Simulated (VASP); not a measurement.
Write the native input for VASP 6.6.1 that does the following.

```yaml
Task: single point
Functional: PBE
Dispersion: D3(BJ)
Potentials_or_basis: VASP PAW PBE potentials, release 64 (Hf_pv, Se, S)
Cutoff: 520 eV
k_mesh: 1 × 1 × 1, shifted
Occupations: fermi-dirac, width 0.0758 eV
Spin: no spin polarisation
Dipole_correction: no
Further_INCAR_settings: LREAL = Auto; ALGO = Normal; EDIFF = 1e-06; NBANDS = 70; ISYM = 0
```

The structure of Hf2Se3S3 lies in POSCAR:

```
Hf2Se3S3
1.0
    7.3673110000     -0.0439010000     -0.0180960000
   -0.0439010000      7.5102110000     -0.0415870000
   -0.0180960000     -0.0415870000      7.3739650000
Hf Se S
4 6 6
Direct
    0.0685288439      0.6395235556      0.9816855605
    0.4819591154      0.7118126600      0.5340077808
    0.4475942367      0.8362394141      0.0248782512
    0.8520959106      0.2515438863      0.2058768225
    0.5914894073      0.1309986196      0.9446533082
    0.1592188663      0.2955354931      0.0277741567
    0.6478391403      0.9749685616      0.3321910688
    0.7110996523      0.7516058318      0.8017264919
    0.4900663187      0.3881845025      0.3802659314
   -0.0098532328      0.1682216396      0.5263081028
    0.2653407712      0.6327601459      0.2730536696
    0.2273706654      0.8355268189      0.7236373584
    0.5153938839      0.5357178744      0.8354044896
    0.2603956299      0.3234004332      0.6155496226
    0.8108186791      0.5737199615      0.2343332070
    0.1235085325      0.8899271417      0.1455613649
```

These files were run (other wordings do the same):

INCAR

```
ALGO = Normal
EDIFF = 1E-6
ENCUT = 520
GGA = PE
ISIF = 2
ISMEAR = -1
ISYM = 0
IVDW = 12
LASPH = T
LCHARG = F
LREAL = Auto
LWAVE = F
NBANDS = 70
NELM = 80
PREC = Accurate
SIGMA = 0.0758
```

KPOINTS

```
Automatic mesh
0
Gamma
  1 1 1
  0.25 0.25 0.25
```

Potentials or basis: VASP PAW PBE potentials, release 64 (Hf_pv, Se, S).

The run is started by

```sh
$ cat potpaw_PBE.64/Hf_pv/POTCAR potpaw_PBE.64/Se/POTCAR potpaw_PBE.64/S/POTCAR > POTCAR
$ mpirun -np 1 vasp_std > vasp.out
```

It gave:

```
Pressure                   : -2.7 GPa
Largest force              : 3.025 eV/Å
Band gap on the k mesh     : 0.67 eV
Dispersion energy per atom : -0.311 eV
```

Caveat: the k points lie up to 0.85 Å⁻¹ apart; spin-orbit coupling is left out, which moves the levels of the heavy elements.

Wall time 43 s on 1 thread of Intel(R) Xeon(R) 6975P-C (Granite Rapids) (shared host), peak memory 0.4 GiB.
